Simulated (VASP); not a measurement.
Write the native input for VASP 6.6.1 that does the following.

| Quantity | Value |
| --- | --- |
| Task | single point |
| Functional | LDA |
| Potentials or basis | VASP PAW LDA potentials, release 64 (In_d) |
| Cutoff | 520 eV |
| k mesh | 14 × 14 × 14 |
| Occupations | fermi-dirac, width 0.05 eV |
| Spin | no spin polarisation |
| Dipole correction | no |
| Further INCAR settings | ALGO = Normal; EDIFF = 1e-06; NBANDS = 12 |

The structure of In lies in POSCAR:

```
In
1.0
    2.6123144249      0.0000000000      0.0000000000
    0.0000000000      2.6123144249      0.0000000000
    0.0000000000      0.0000000000      2.6123144249
In
1
Direct
    0.0000000000      0.0000000000      0.0000000000
```

This cell differs from its parent crystal: volume scaled by 0.68.

One way to write it, as run:

INCAR

```
PREC     = Accurate       # precision mode
ENCUT    = 520            # plane-wave cutoff, eV
EDIFF    = 1E-6           # SCF threshold, eV
ISMEAR   = -1             # smearing method
SIGMA    = 0.05           # smearing width, eV
LREAL    = F              # projectors in reciprocal space
LASPH    = T              # aspherical terms in the spheres
NELM     = 100            # most SCF steps
ALGO     = Normal         # electronic algorithm
ISIF     = 2              # what is computed and relaxed
LWAVE    = F              # write WAVECAR
LCHARG   = T              # write CHGCAR
GGA      = CA             # functional
LELF     = T              # ELF
LVHAR    = T            
NBANDS   = 12             # bands
```

KPOINTS

```
Automatic mesh
0
Gamma
  14 14 14
```

Potentials or basis: VASP PAW LDA potentials, release 64 (In_d).

Command:

```console
$ cat potpaw_LDA.64/In_d/POTCAR > POTCAR
$ mpirun -np 1 vasp_std > vasp.out
```

Results of the run:

| Quantity | Value |
| --- | --- |
| Pressure | 48.3 GPa |

Wall time 12 s on 1 thread of AMD EPYC 7R13 Processor (Zen 3), on a shared host, peak memory 0.1 GiB.
